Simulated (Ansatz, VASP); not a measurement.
**Al2Cu: VASP beside Ansatz**

Contents of INCAR:

```
PREC = Accurate
ENCUT = 520
EDIFF = 1E-6
ISMEAR = 0
SIGMA = 0.15
LREAL = False
LASPH = True
NELM = 80
ALGO = Normal
ISIF = 2
LWAVE = False
LCHARG = True
GGA = PS
LELF = True
LVHAR = True
NBANDS = 16
```

The input KPOINTS:

```
Automatic mesh
0
Gamma
  12 12 12
```

The input POSCAR:

```
Al2Cu
1.0
   -2.0246315446      2.0246315446      2.8630136682
    2.0246315446     -2.0246315446      2.8630136682
    2.0246315446      2.0246315446     -2.8630136682
Al Cu
2 1
Direct
    0.7500000000      0.2500000000      0.5000000000
    0.2500000000      0.7500000000      0.5000000000
    0.5000000000      0.5000000000      0.0000000000
```

Input for Ansatz:

```yaml
crystal:
  lattice:
    - [-2.0246315486, 2.0246315486, 2.8630136583]
    - [2.0246315486, -2.0246315486, 2.8630136583]
    - [2.0246315486, 2.0246315486, -2.8630136583]
  atoms:
    - { symbol: Al, position: [0.75, 0.25, 0.5] }
    - { symbol: Al, position: [0.25, 0.75, 0.5] }
    - { symbol: Cu, position: [0.5, 0.5, 0.0] }
basis:
  ecutwfc: 420
kpoints:
  mp_grid: { grid: [12, 12, 12] }
hamiltonian:
  xc: pbesol
scf:
  occupations: { method: gaussian, width: 0.15 }
output:
  forces: true
  stress: true
  eigenvalues: true
  write_density: true
  write_potential: true
  elf: true
  volumetric_format: npy
```

Alike in both runs: task single point; functional PBEsol; k mesh 12 × 12 × 12; occupations gaussian, width 0.15 eV; no spin polarisation.

```csv
,VASP,Ansatz
version,VASP 6.6.1,Ansatz 0.2.0
potentials or method,"VASP PAW PBE potentials, release 64 (Al, Cu), cutoff 520 eV","scalar-relativistic, plane waves, PAW"
valence electrons in the cell,17,25
```

|  | VASP | Ansatz | Ansatz less VASP |
| --- | --- | --- | --- |
| gap on the k mesh at the Fermi level (eV) | none | none | - |
| pressure (GPa) | 0.1 | 0.0 | -0.11 |

VASP's potentials were made for PBE, not for PBEsol. A gap of «none» marks a metal or a gap that the smearing closes. The functional is the same, so the differences come from potentials, cutoffs and numerics. VASP's potentials hold 17 valence electrons a cell and Ansatz's 25, so a difference there can come from the potentials and not from the codes.
